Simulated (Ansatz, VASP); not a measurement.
# Rb2TeP2: VASP beside Ansatz

```
CELL_PARAMETERS angstrom
4.00091 0.00000 0.00000
0.00000 4.37699 0.00000
0.00000 0.00000 8.71420
ATOMIC_POSITIONS crystal
Rb 0.00000 0.50000 0.20393
Rb 0.00000 0.50000 0.79607
Te 0.00000 0.00000 0.50000
P 0.80733 0.00000 0.00000
P 0.19267 0.00000 0.00000
```

Alike in both runs: task single point; functional PBE; k mesh 4 × 4 × 2; occupations gaussian, width 0.1 eV; no spin polarisation.

```csv
,VASP,Ansatz
version,VASP 6.6.1,Ansatz 0.2.0
potentials or method,"VASP PAW PBE potentials, release 64 (Rb_sv, Te, P), cutoff 520 eV","scalar-relativistic, plane waves, PAW"
valence electrons in the cell,34,44
```

```csv
,VASP,Ansatz,Ansatz less VASP
gap on the k mesh at the Fermi level (eV),none,none,-
pressure (GPa),27.6,27.7,+0.15
"traceless stress, the component that is largest in VASP (GPa)",27.77,28.34,+0.574
rms of the force components (eV/Å),11.913,12.104,+0.1903
```

Atom by atom the forces differ by 0.191 eV/Å (rms over components). A gap of «none» marks a metal or a gap that the smearing closes. With one functional, cell and mesh, what is left measures potentials, basis and numerics. VASP's potentials hold 34 valence electrons a cell and Ansatz's 44, so a difference there can come from the potentials and not from the codes.

The k mesh is coarse, so the values compare programs but aren't converged. Neither program's run includes spin-orbit coupling.
